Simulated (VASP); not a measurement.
# ZnS (P1) in VASP: a series of runs

ZnS is run at these levels: PBE; tasks: single point.

Everything below comes from runs of VASP 6.6.1. Logs are shortened: lines on timing, memory, paths and dates and some standing lists are left out, and cuts for length are marked.

### 1 The cell of the first run

The typed cell holds 32 atoms: a = 3.924 Å, b = 3.924 Å, c = 51.294 Å, α = 90.00°, β = 90.00°, γ = 120.00°.

### 2 Single point, PBE

Contents of INCAR:

```
SYSTEM = ZnS
PREC = Accurate
ENCUT = 520
EDIFF = 1E-6
ISMEAR = -1
SIGMA = 0.1034
LREAL = Auto
LASPH = .TRUE.
NELM = 60
ALGO = Normal
ISIF = 2
LWAVE = .FALSE.
LCHARG = .TRUE.
GGA = PE
LELF = .TRUE.
LVHAR = .TRUE.
NBANDS = 166
```

Contents of KPOINTS:

```
Automatic mesh
0
G
  3 3 1
  0 0 0
```

Contents of POSCAR:

```
ZnS
1.0
    3.9240838351      0.0000000000      0.0000000000
   -1.9620419176      3.3983562878      0.0000000000
    0.0000000000      0.0000000000     51.2942519253
Zn S
16 16
Direct
    0.3011114065      0.6848087142      0.5063763097
    0.2464189699      0.5863767160      0.8746976964
    0.5449204230      0.2355247456      0.1935600896
    0.0219777814      0.0652282990      0.4434644457
    0.3374879763      0.6135007114      0.1263692472
    0.7606433611      0.2353988023      0.0072242208
    0.7006139392      0.3371435785      0.6297071268
    0.0179247253     -0.0309376037      0.2480865696
   -0.0011110697     -0.1202578439      0.9394502150
    0.6771195238      0.3219777173      0.8146629580
    0.2832629778      0.6422078250      0.6916881067
    0.0095811201     -0.0051904505      0.7499621606
    0.5518891180      0.3447913935      0.3732802270
    0.0355353950      0.0289993137      0.5658083686
    0.3471504844      0.7139310286      0.3104746907
   -0.0050656196     -0.0238123943      0.0569702431
    0.6358151272      0.2790908073      0.0475550166
   -0.0941312451     -0.0774218409      0.1038956179
    0.2286048458      0.7084566173      0.3533191404
    0.5747060546      0.4171142988      0.4256089753
    0.5659981179      0.2976430116      0.6748804535
    0.4136143961      0.7120763084      0.5509017471
    0.5783529477      0.2767420248      0.8609726888
   -0.0484250181      0.0543215556      0.4906365539
    0.0697532154     -0.1209125722      0.9877282756
    0.0673320252      0.0432715076      0.7967886745
    0.3342788790      0.6609254033      0.7365273609
    0.0205733439      0.0164173486      0.2929225875
    0.2949811592      0.5778631885      0.9207949668
   -0.0020985363      0.0072420305      0.6152793893
    0.2520591286      0.6394915118      0.1713298990
    0.7251739317      0.3515349477      0.2359558731
```

Potentials or basis: VASP PAW PBE potentials, release 64 (Zn, S).

Launch:

```sh
$ cat potpaw_PBE.64/Zn/POTCAR potpaw_PBE.64/S/POTCAR > POTCAR
$ mpirun -np 1 vasp_std > vasp.out
```

OUTCAR:

```text
SYSTEM = ZnS
   PREC = Accurate
   ENCUT = 520
   EDIFF = 1E-6
   ISMEAR = -1
   LREAL = Auto
   LASPH = .TRUE.
   NELM = 60
   ISIF = 2
   GGA = PE

 ion  position               nearest neighbor table
   1  0.301  0.685  0.506-  24 2.29  22 2.32  24 2.36  24 2.57
   2  0.246  0.586  0.875-  23 2.29  29 2.37  23 2.38  23 2.45
   3  0.545  0.236  0.194-  32 2.26  31 2.32  31 2.64  31 2.67
   4  0.022  0.065  0.443-  20 2.11  24 2.43  20 2.43  20 2.87
   5  0.337  0.614  0.126-  18 2.25  31 2.34  18 2.64  18 2.78
   6  0.761  0.235  0.007-  17 2.15  25 2.41  25 2.47  25 2.55
[... 24 lines left out ...]
  31  0.252  0.639  0.171-   3 2.32   5 2.34   3 2.64   3 2.67
  32  0.725  0.352  0.236-   8 2.19   3 2.26   8 2.38   8 2.49

  LATTYP: Found a hexagonal cell.
 ALAT       =     3.9240838351
 C/A-ratio  =    13.0716503726

  Lattice vectors:

 A1 = (   3.9240838351,   0.0000000000,   0.0000000000)
 A2 = (  -1.9620419176,   3.3983562878,   0.0000000000)
 A3 = (   0.0000000000,   0.0000000000,  51.2942519253)

Analysis of symmetry for initial positions (statically):
=====================================================================
 Subroutine PRICEL returns:
 Original cell was already a primitive cell.

 Routine SETGRP: Setting up the symmetry group for a
 hexagonal supercell.

 Subroutine GETGRP returns: Found  1 space group operations
 (whereof  1 operations were pure point group operations)
 out of a pool of 24 trial point group operations.

The static configuration has the point symmetry C_1 .

Analysis of symmetry for dynamics (positions and initial velocities):
=====================================================================
 Subroutine PRICEL returns:
 Original cell was already a primitive cell.

 Routine SETGRP: Setting up the symmetry group for a
 hexagonal supercell.

 Subroutine GETGRP returns: Found  1 space group operations
 (whereof  1 operations were pure point group operations)
 out of a pool of 24 trial point group operations.

The dynamic configuration has the point symmetry C_1 .

 Subroutine INISYM returns: Found  1 space group operations
 (whereof  1 operations are pure point group operations),
 and found     1 'primitive' translations

[... 136 lines left out ...]
   EDIFFG = 0.1E-04   stopping-criterion for IOM
   NSW    =      0    number of steps for IOM
   IBRION =     -1    ionic relax: 0-MD 1-quasi-New 2-CG
   NFREE  =      0    steps in history (QN), initial steepest desc. (CG)
   ISIF   =      2    stress and relaxation
   ISYM   =      2    0-nonsym 1-usesym 2-fastsym
   POTIM  = 0.5000    time-step for ionic-motion
   TEBEG  =    0.0;   TEEND  =   0.0 temperature during run
   PSTRESS=    0.0 pullay stress
   NELECT =     288.0000    total number of electrons
   NUPDOWN=      -1.0000    fix difference up-down
   EMIN   =  10.00;   EMAX   =-10.00  energy-range for DOS
   EFERMI =   0.00;   METHOD = LEGACY
   ISMEAR =    -1;   SIGMA  =   0.10  broadening in eV -4-tet -1-fermi 0-gaus
   EFERMI_NEDOS =   21; number of points for ismear=-14 and -15
   IALGO  =     38    algorithm
   IMIX   =      4    mixing-type and parameters
     AMIX     =   0.40;   BMIX     =  1.00
     AMIX_MAG =   1.60;   BMIX_MAG =  1.00
  volume/ion in A,a.u.               =      21.38       144.25
  Fermi-wavevector in a.u.,A,eV,Ry     =   1.227007  2.318707 20.484198  1.505546
  Thomas-Fermi vector in A             =   2.361986
   LORBIT       =      0    0 simple, 1 ext, 2 COOP (PROOUT), +10 PAW based schemes
   GGA     = PE    functional components
   LHFCALC =     F    Hartree Fock is set to
   AEXX    =    0.0000 exact exchange contribution
   IVDW    =     0    specifies the selected vdW correction
   LEPSILON=     F    determine dielectric tensor
   LRPA    =     F    only Hartree local field effects (RPA)
 non-spin polarized calculation
  energy-cutoff  :      520.00
  volume of cell :      684.03
 maximum number of plane-waves:     18569
 NGX is ok and might be reduce to    30
   NGX = 15   NGY = 15   NGZ =191

 number of electron     287.9999935 magnetization

 Free energy of the ion-electron system (eV)
  ---------------------------------------------------
  ext. energy  EPLUGINS =         0.00000000
  ---------------------------------------------------
  free energy    TOTEN  =      -104.06243349 eV

  energy without entropy =     -104.04255827  energy(sigma->0) =     -104.05249588

 E-fermi :   2.4800     XC(G=0):  -9.2480

 val. band max:        2.2703099379   @ k =   0.0000   0.0000   0.0000
 cond. band min:       2.6754522112   @ k =   0.0000   0.0000   0.0000
 fundamental gap:      0.4051422733
 Fermi energy:         2.4800378329

 k-point     1 :       0.0000    0.0000    0.0000
  band No.  band energies     occupation
      1     -12.1007      2.00000
      2     -11.7119      2.00000
      3     -11.5526      2.00000
      4     -11.5304      2.00000
      5     -11.1678      2.00000
      6     -11.0888      2.00000
[... 784 lines left out ...]
    155       6.1901      0.00000
    156       6.2719      0.00000
 [bands above 156 left out]

------------------------ aborting loop because EDIFF is reached ----------------------------------------

  FORCE on cell =-STRESS in cart. coord.  units (eV):
  Direction    XX          YY          ZZ          XY          YZ          ZX
  --------------------------------------------------------------------------------------
  -------------------------------------------------------------------------------------
  Total       -3.6869133     -5.9562693     -8.6710709      1.2884831      0.4429146     -2.4190527
  in kB       -8.6357014    -13.9511182    -20.3098835      3.0179597      1.0374203     -5.6660451
  external PRESSURE =     -14.2989010 kB  Pullay stress =       0.0000000 kB

 VOLUME and BASIS-vectors are now :
 -----------------------------------------------------------------------------
  energy-cutoff  :      520.00
  volume of cell :      684.03
      direct lattice vectors                 reciprocal lattice vectors
     3.924083835  0.000000000  0.000000000     0.254836553  0.147129953  0.000000000
    -1.962041918  3.398356288  0.000000000     0.000000000  0.294259905  0.000000000
     0.000000000  0.000000000 51.294251925     0.000000000  0.000000000  0.019495362

 POSITION                                       TOTAL-FORCE (eV/Angst)
 -----------------------------------------------------------------------------------
     -0.16204      2.32722     25.97419        -0.220229      0.466669     -0.277123
     -0.18353      1.99272     44.86696        -0.318516      0.330804      0.370377
      1.67620      0.80040      9.92852         0.058906      0.609853     -1.707181
     -0.04174      0.22167     22.74718        -1.730970     -1.073172      0.717286
      0.12062      2.08489      6.48202        -0.852456     -0.377205     -0.779145
      2.52297      0.79997      0.37056         0.134456     -0.287332     -2.579477
[... 24 lines left out ...]
     -0.26561      2.17322      8.78824         0.195952     -0.637389      0.901480
      2.15592      1.19464     12.10318        -0.368749     -1.333078     -0.353597
 -----------------------------------------------------------------------------------
    total drift:                               -0.001109     -0.002429      0.011985

  FREE ENERGIE OF THE ION-ELECTRON SYSTEM (eV)
  ---------------------------------------------------
  free  energy   TOTEN  =      -104.0624334863 eV

  energy  without entropy=     -104.0425582696  energy(sigma->0) =     -104.05249588
```

It took 33 min on 1 thread of Intel Xeon Platinum 8259CL at 2.50GHz (Skylake/Cascade Lake), shared host; peak memory 0.89 GiB.

Results:

```
Free energy            : -104.0624 eV
Pressure               : -1.4 GPa
Largest force          : 2.599 eV/Å
Band gap on the k mesh : 0.41 eV
```

Forces on the atoms (eV/Å):
```
Zn  -0.220  0.467 -0.277
Zn  -0.319  0.331  0.370
Zn   0.059  0.610 -1.707
Zn  -1.731 -1.073  0.717
Zn  -0.852 -0.377 -0.779
Zn   0.134 -0.287 -2.579
Zn  -0.829  0.181  0.170
Zn   0.106  1.222  0.477
Zn  -0.697  0.458  0.172
Zn   0.563  0.439 -0.140
Zn  -0.534  0.080 -0.466
Zn  -0.086  0.059  0.554
Zn  -0.177  0.369  0.123
Zn   0.731  0.387  0.832
Zn   0.421 -0.298 -0.982
Zn  -0.423 -0.750  1.238
S    0.153  0.677  0.841
S    1.029  0.619  0.933
S    0.274 -0.319  1.814
S    1.777  0.951 -1.404
S    0.920  0.059  0.208
S   -1.118 -0.500  0.279
S    0.688 -0.234 -0.548
S    0.502 -0.451 -0.566
S   -0.339  0.343 -0.091
S   -0.923 -0.716  0.152
S    0.052  0.017 -0.012
S   -0.524  0.371  0.623
S    0.804 -0.467  0.482
S    0.731 -0.198 -0.981
S    0.196 -0.637  0.901
S   -0.369 -1.333 -0.354
```

Levels at points of the mesh, in eV from the valence-band top:
| k point | band 140 | band 141 | band 142 | band 143 | band 144 | band 145 | band 146 | band 147 | band 148 | band 149 |
| --- | --- | --- | --- | --- | --- | --- | --- | --- | --- | --- |
| (0.00, 0.00, 0.00) | -0.49 | -0.46 | -0.39 | -0.33 | 0.00 | 0.41 | 1.03 | 1.20 | 1.44 | 1.60 |

Caveat: the k points lie up to 0.62 Å⁻¹ apart; the atoms stand as in a frame of molecular dynamics; semilocal functionals underestimate gaps, and a narrow one can read as zero; forces of over 1 eV/Å act on the atoms, so gaps and moduli don't describe the material at rest.

### 3 Single point, PBE

Contents of INCAR:

```
SYSTEM = ZnS
PREC = Accurate ; ENCUT = 520
EDIFF = 1E-6 ; ISMEAR = -1
SIGMA = 0.1034 ; LREAL = Auto
LASPH = .TRUE. ; NELM = 100
ALGO = Normal ; ISIF = 2
LWAVE = .FALSE. ; LCHARG = .FALSE.
GGA = PE ; NBANDS = 166
```

KPOINTS is that of step 2.

Contents of POSCAR:

```
ZnS
1.0
    3.9240838351      0.0000000000      0.0000000000
   -1.9620419176      3.3983562878      0.0000000000
    0.0000000000      0.0000000000     51.2942519253
Zn S
16 16
Direct
    0.2611227457      0.6485052812      0.5027011026
    0.2750152945      0.6442579337      0.8715580074
    0.6089942575      0.3025141901      0.1902624492
    0.0223934083      0.0292988703      0.4401276391
    0.3184440184      0.6605190303      0.1278046322
    0.7265878827      0.2893295808      0.0026681352
    0.6675801836      0.3305233192      0.6270055960
   -0.0057880991     -0.0055008947      0.2452646160
    0.0228173661     -0.0471660375      0.9365958796
    0.7177630296      0.3565679692      0.8124397654
    0.3030573665      0.6471051926      0.6902565233
    0.0144068701      0.0207950533      0.7505425960
    0.6013213367      0.3214092071      0.3740500598
    0.0598350969      0.0261844234      0.5637410414
    0.3337646910      0.6736250723      0.3092946559
   -0.0255010072     -0.0245948314      0.0604714346
    0.6450284721      0.3308949694      0.0493818684
    0.0196519007     -0.0732177497      0.1074305559
    0.2425768949      0.6480203409      0.3599346575
    0.6345454601      0.4228352999      0.4195809704
    0.5720077704      0.2609467416      0.6736468260
    0.3798027296      0.6697623225      0.5492137022
    0.6482432991      0.2835653235      0.8598240416
   -0.0616288804     -0.0027348516      0.4851813423
    0.0491808649     -0.0070004432      0.9863244730
   -0.0122755832     -0.0019303450      0.7957156888
    0.2883469388      0.6421313174      0.7357951346
    0.0319519311      0.0208094720      0.2936248885
    0.3134167442      0.6006821614      0.9170469055
   -0.0087476170      0.0267861849      0.6097899243
    0.2440177716      0.5792741647      0.1763736415
    0.6636342432      0.3616204117      0.2344377303
```

Potentials or basis: VASP PAW PBE potentials, release 64 (Zn, S).

Launch:

```sh
$ cat potpaw_PBE.64/Zn/POTCAR potpaw_PBE.64/S/POTCAR > POTCAR
$ mpirun -np 1 vasp_std > vasp.out
```

OUTCAR:

```text
SYSTEM = ZnS
   PREC = Accurate
   ENCUT = 520
   EDIFF = 1E-6
   ISMEAR = -1
   LREAL = Auto
   LASPH = .TRUE.
   NELM = 100
   ISIF = 2
   GGA = PE

 ion  position               nearest neighbor table
   1  0.261  0.649  0.503-  24 2.39  22 2.42  24 2.45  24 2.47
   2  0.275  0.644  0.872-  23 2.22  23 2.26  29 2.35  23 2.57
   3  0.609  0.303  0.190-  32 2.28  31 2.28  31 2.30  31 2.56
   4  0.022  0.029  0.440-  24 2.33  20 2.34  20 2.36  20 2.86
   5  0.318  0.661  0.128-  18 2.19  31 2.51  18 2.62  18 2.72
   6  0.727  0.289  0.003-  25 2.26  17 2.43  25 2.46  25 2.54
[... 24 lines left out ...]
  31  0.244  0.579  0.176-   3 2.28   3 2.30   5 2.51   3 2.56
  32  0.664  0.362  0.234-   8 2.22   3 2.28   8 2.35   8 2.44

  LATTYP: Found a hexagonal cell.
 ALAT       =     3.9240838351
 C/A-ratio  =    13.0716503726

  Lattice vectors:

 A1 = (   3.9240838351,   0.0000000000,   0.0000000000)
 A2 = (  -1.9620419176,   3.3983562878,   0.0000000000)
 A3 = (   0.0000000000,   0.0000000000,  51.2942519253)

Analysis of symmetry for initial positions (statically):
[... 219 lines left out ...]

 k-point     1 :       0.0000    0.0000    0.0000
  band No.  band energies     occupation
      1     -11.7273      2.00000
      2     -11.6827      2.00000
      3     -11.4709      2.00000
      4     -11.4587      2.00000
      5     -11.1162      2.00000
      6     -11.0540      2.00000
[... 784 lines left out ...]
    155       6.2290      0.00000
    156       6.3200      0.00000
 [bands above 156 left out]

------------------------ aborting loop because EDIFF is reached ----------------------------------------

  FORCE on cell =-STRESS in cart. coord.  units (eV):
  Direction    XX          YY          ZZ          XY          YZ          ZX
  --------------------------------------------------------------------------------------
  -------------------------------------------------------------------------------------
  Total       -6.0585752     -3.6023015    -13.6579555     -0.1986452     -0.6119364      0.5857319
  in kB      -14.1907451     -8.4375188    -31.9904531     -0.4652784     -1.4333128      1.3719350
  external PRESSURE =     -18.2062390 kB  Pullay stress =       0.0000000 kB

 VOLUME and BASIS-vectors are now :
 -----------------------------------------------------------------------------
  energy-cutoff  :      520.00
  volume of cell :      684.03
      direct lattice vectors                 reciprocal lattice vectors
     3.924083835  0.000000000  0.000000000     0.254836553  0.147129953  0.000000000
    -1.962041918  3.398356288  0.000000000     0.000000000  0.294259905  0.000000000
     0.000000000  0.000000000 51.294251925     0.000000000  0.000000000  0.019495362

 POSITION                                       TOTAL-FORCE (eV/Angst)
 -----------------------------------------------------------------------------------
     -0.24773      2.20385     25.78568         0.160948      0.159067     -0.226590
     -0.18488      2.18942     44.70592         0.965452     -0.275063      0.596093
      1.79620      1.02805      9.75937        -0.143011     -0.636306     -0.397531
      0.03039      0.09957     22.57602        -0.276861      0.306107     -0.829617
     -0.04636      2.24468      6.55564         1.196158     -0.846317      0.047450
      2.28351      0.98325      0.13686        -0.758050      0.525689      0.043901
[... 24 lines left out ...]
     -0.17901      1.96858      9.04695         0.349896      0.945336     -1.166286
      1.89464      1.22891     12.02531         0.228674     -1.028098      0.043473
 -----------------------------------------------------------------------------------
    total drift:                               -0.002367      0.000082     -0.013677

  FREE ENERGIE OF THE ION-ELECTRON SYSTEM (eV)
  ---------------------------------------------------
  free  energy   TOTEN  =      -105.2244217702 eV

  energy  without entropy=     -105.2132708971  energy(sigma->0) =     -105.21884633
```

OSZICAR:

```text
N       E                     dE             d eps       ncg     rms          rms(c)
DAV:   1     0.279416323832E+04    0.27942E+04   -0.12539E+05  1660   0.204E+03
DAV:   2     0.434311575423E+03   -0.23599E+04   -0.22940E+04  1660   0.514E+02
DAV:   3    -0.639118507573E+02   -0.49822E+03   -0.47442E+03  1806   0.197E+02
[... 12 lines left out ...]
DAV:  16    -0.105224428873E+03   -0.30457E-04   -0.24962E-04  1856   0.130E-01    0.705E-02
DAV:  17    -0.105224423380E+03    0.54931E-05   -0.76660E-05  2048   0.829E-02    0.357E-02
DAV:  18    -0.105224421000E+03    0.23800E-05   -0.43786E-05  2218   0.493E-02    0.167E-02
DAV:  19    -0.105224421384E+03   -0.38476E-06   -0.12659E-05  2016   0.303E-02    0.746E-03
DAV:  20    -0.105224421770E+03   -0.38588E-06   -0.46761E-06  1632   0.135E-02
   1 F= -.10522442E+03 E0= -.10521885E+03  d E =-.111509E-01
```

Run time: 39 min. Hardware: 1 thread of Oxide Virtual Turin-like, shared host; peak memory 0.85 GiB.

What came out:

| Quantity | Value |
| --- | --- |
| Free energy | -105.2244 eV |
| Pressure | -1.8 GPa |
| Largest force | 1.859 eV/Å |
| Band gap on the k mesh | 0.58 eV |

Forces on the atoms (eV/Å):
```
Zn   0.161  0.159 -0.227
Zn   0.965 -0.275  0.596
Zn  -0.143 -0.636 -0.398
Zn  -0.277  0.306 -0.830
Zn   1.196 -0.846  0.047
Zn  -0.758  0.526  0.044
Zn  -0.547  0.242 -0.097
Zn  -0.190  0.909  1.163
Zn  -0.220 -0.051 -0.156
Zn  -0.592 -0.221  0.160
Zn  -0.239 -0.791 -0.233
Zn  -0.333 -0.743 -0.012
Zn  -0.487 -0.117  0.076
Zn  -0.077 -0.371  0.177
Zn   0.174  0.097  0.582
Zn  -0.030  0.456  0.809
S    0.460 -0.681 -0.948
S   -1.546  0.873  0.551
S    0.696  0.362 -0.998
S    0.284 -0.572  0.911
S    0.383  1.011 -0.182
S   -0.354  0.386 -0.436
S   -0.921  0.387 -1.222
S    0.134 -0.061  0.531
S    0.515 -0.582 -0.660
S    0.566  0.040  0.511
S    0.336  0.719 -0.168
S   -0.525 -0.199 -0.085
S    0.216  0.237  1.250
S    0.571 -0.482  0.365
S    0.350  0.945 -1.166
S    0.229 -1.028  0.043
```

Levels at points of the mesh, in eV from the valence-band top:
| k point | band 141 | band 142 | band 143 | band 144 | band 145 | band 146 | band 147 | band 148 |
| --- | --- | --- | --- | --- | --- | --- | --- | --- |
| (0.00, 0.00, 0.00) | -0.58 | -0.55 | -0.45 | 0.00 | 0.58 | 0.95 | 1.04 | 1.44 |

Caveat: the k points lie up to 0.62 Å⁻¹ apart; the atoms stand as in a frame of molecular dynamics; semilocal functionals underestimate gaps, and a narrow one can read as zero; forces of over 1 eV/Å act on the atoms, so gaps and moduli don't describe the material at rest.

(Continued in part 2 of 2.)
